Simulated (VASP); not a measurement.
Wanted: the native input for a VASP 6.6.1 run.

```yaml
Task: single point
Functional: PBE
Dispersion: D3(BJ)
Potentials_or_basis: VASP PAW PBE potentials, release 64 (Si, P)
Cutoff: 520 eV
k_mesh: 1 × 1 × 1
Occupations: fermi-dirac, width 0.02 eV
Spin: collinear spin
Dipole_correction: no
Further_INCAR_settings: LREAL = Auto; ALGO = Normal; EDIFF = 1e-06; NBANDS = 168
```

The structure of Si62P (a cell with a defect) lies in POSCAR:

```
Si62P
1.0
   10.8600000000      0.0000000000      0.0000000000
    0.0000000000     10.8600000000      0.0000000000
    0.0000000000      0.0000000000     10.8600000000
Si P
62 1
Direct
    0.4971079190     -0.0005681400      0.0030056169
    0.6250585635      0.1268088398      0.1235970534
    0.7492527624      0.2521732965     -0.0027250460
    0.8740151934      0.3742089319      0.1276314917
    0.7494786372     -0.0007962247      0.2494268877
    0.8737975138      0.1225801105      0.3766959484
    0.0004139042      0.0006735727     -0.0005587477
    0.1250585635      0.1251573665      0.1257741252
    0.2494063536      0.2499135359      0.0006028545
    0.3752556169      0.3757086556      0.1245438306
    0.4996534070      0.5001253223     -0.0016064457
    0.6244470534      0.6245887661      0.1243474217
    0.7501395028      0.7502337017      0.0011765193
    0.8759706262      0.8756247698      0.1241392265
    0.2482306630     -0.0012133517      0.2521670350
    0.3768935543      0.1241069982      0.3732379374
    0.5012343462      0.2519624309      0.2506610497
    0.6251273481      0.3780061694      0.3789060773
    0.7486840700      0.5024686924      0.2522918969
    0.8754609576      0.6320368324      0.3708236648
    0.5038194291     -0.0027727440      0.4997660221
    0.6247240331      0.1252474217      0.6258372007
    0.7496300184      0.2496242173      0.5004536832
    0.8717632597      0.3793627993      0.6235449355
    0.7484345304      0.0002967772      0.7520388582
    0.8777502762      0.1276734807      0.8737049724
   -0.0010227440      0.4975303867      0.0013382136
    0.1293093002      0.6238400552      0.1207372928
    0.2546128913      0.7481196133     -0.0046946593
    0.3740885820      0.8735033149      0.1281064457
   -0.0012744015      0.2481383978      0.2521014733
    0.1229563536      0.3764121547      0.3746030387
    0.2510500921      0.5000500000      0.2513429098
    0.3773053407      0.6242874770      0.3791193370
    0.5026334254      0.7476533149      0.2534137201
    0.6316344383      0.8722747698      0.3757029466
   -0.0087484346     -0.0087797422      0.5029957643
    0.1210016575      0.1213953959      0.6225222836
    0.2477951197      0.2472997238      0.4987302026
    0.3740244936      0.3741929098      0.6247914365
    0.5052664825      0.5051308471      0.5086175875
    0.8641678637      0.8665774401      0.6258267035
    0.2500974217     -0.0002306630      0.7487735727
    0.3743624309      0.1250720074      0.8755681400
    0.4989099448      0.2498736648      0.7502359116
    0.6245984346      0.3788726519      0.8706839779
    0.7450106814      0.5088400552      0.7446836096
    0.8738685083      0.6244077348      0.8761632597
    0.0032395028      0.7494600368      0.2459001842
    0.1229879374      0.8736730203      0.3768318600
   -0.0036604052      0.5049234807      0.4992668508
    0.1243795580      0.6256937385      0.6254730203
    0.2499039595      0.7498162063      0.5007741252
    0.3776595764      0.8738295580      0.6242219153
   -0.0000084715      0.2525882136      0.7471306630
    0.1256269797      0.3756185083      0.8746957643
    0.2504310313      0.5003250460      0.7494241252
    0.3816786372      0.6258429098      0.8678831492
    0.5101735727      0.7489047882      0.7438250460
    0.6248729282      0.8761087477      0.8776129834
   -0.0022034991      0.7484615101      0.7507245856
    0.1259340700      0.8760356354      0.8743672192
    0.6432144567      0.6440294659      0.6126022099
```

These files were run (other wordings do the same):

INCAR

```
SYSTEM = Si62P
PREC = Accurate
ENCUT = 520
EDIFF = 1E-6
ISMEAR = -1
SIGMA = 0.02
LREAL = Auto
LASPH = .TRUE.
NELM = 150
ALGO = Normal
ISIF = 2
LWAVE = .FALSE.
LCHARG = .TRUE.
ISPIN = 2
MAGMOM = 0 0 0 0 0 0 0 0 0 0 0 0 0 0 0 0 0 0 0 0 0 0 0 0 0 0 0 0 0 0 0 0 0 0 0 0 0 0 0 0 0 0 0 0 0 0 0 0 0 0 0 0 0 0 0 0 0 0 0.16 0 0 0 0
LORBIT = 11
GGA = PE
IVDW = 12
LELF = .TRUE.
LVHAR = .TRUE.
NBANDS = 168
```

KPOINTS

```
regular mesh
0
G
  1 1 1
  0 0 0
```

Potentials or basis: VASP PAW PBE potentials, release 64 (Si, P).

Run with:

```console
$ cat potpaw_PBE.64/Si/POTCAR potpaw_PBE.64/P/POTCAR > POTCAR
$ mpirun -np 1 vasp_gam > vasp.out
```

It gave:

- Pressure: -0.7 GPa
- Largest force: 0.801 eV/Å
- Net moment: 0.99 μB per cell
- Site moments: Si +0.00, -0.00, +0.01, +0.10, +0.11 (each value once); P +0.00 μB
- Valence electrons inside the program's atomic spheres: Si 1.69, 1.70, 1.65, 1.68, 1.64, 1.66 (each value once); P 2.48
- Dispersion energy per atom: -0.315 eV

Caveat: the k points lie up to 0.58 Å⁻¹ apart.

Run time: 20 min on 1 thread of Intel Xeon 8259CL (shared host), peak memory 1.5 GiB.
